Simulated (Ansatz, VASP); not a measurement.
One calculation of GaN, two programs

INCAR

```
SYSTEM = GaN
ALGO = Normal
EDIFF = 1E-6
ENCUT = 520
GGA = PE
ISIF = 2
ISMEAR = -1
LASPH = .TRUE.
LCHARG = .TRUE.
LELF = .TRUE.
LREAL = .FALSE.
LVHAR = .TRUE.
LWAVE = .FALSE.
NBANDS = 16
NELM = 60
PREC = Accurate
SIGMA = 0.02
```

KPOINTS

```
k-points
0
G
  10 10 10
  0 0 0
```

File POSCAR:

```
GaN
1.0
    0.0000000000      2.1589944395      2.3405572003
    2.1589944395      0.0000000000      2.3405572003
    2.1589944395      2.1589944395      0.0000000000
Ga N
1 1
Direct
    0.0000000000      0.0000000000      0.0000000000
    0.2500000000      0.2500000000      0.2500000000
```

Input for Ansatz:

```yaml
crystal:
  lattice:
    - [0.0, 2.1589944395, 2.3405572003]
    - [2.1589944395, 0.0, 2.3405572003]
    - [2.1589944395, 2.1589944395, 0.0]
  atoms:
    - { symbol: Ga, position: [0.0, 0.0, 0.0] }
    - { symbol: "N", position: [0.25, 0.25, 0.25] }
kpoints:
  mp_grid: { grid: [10, 10, 10] }
  band_path:
    path:
      - [0.0, 0.0, 0.0]
      - [-0.5, -0.5, 0.0]
      - [-0.375, -0.375, 0.25]
      - [-0.375, 0.0, 0.375]
      - [0.0, 0.0, 0.5]
      - [-0.5, -0.25, 0.25]
    npoints: 1
hamiltonian:
  xc: pbe
scf:
  occupations: { method: fermi_dirac, width: 0.02 }
  n_extra_bands: 4
output:
  forces: true
  stress: true
  eigenvalues: true
```

Change from the starting cell: epitaxial_xy strain -4.0%.

Alike in both runs: task single point; functional PBE; k mesh 10 × 10 × 10; occupations fermi-dirac, width 0.02 eV; no spin polarisation.

|  | VASP | Ansatz |
| --- | --- | --- |
| version | VASP 6.6.1 | Ansatz 0.2.0 |
| potentials or method | VASP PAW PBE potentials, release 64 (Ga_d, N) | plane waves, PAW |
| plane-wave cutoff (eV) | 520 | 420 |
| valence electrons in the cell | 18 | 18 |

|  | VASP | Ansatz | Ansatz less VASP |
| --- | --- | --- | --- |
| gap on the k mesh at the Fermi level (eV) | 1.86 | 1.85 | -0.010 |
| pressure (GPa) | 14.8 | 14.8 | -0.01 |
| traceless stress, the component that is largest in VASP (GPa) | -7.71 | -7.67 | +0.040 |
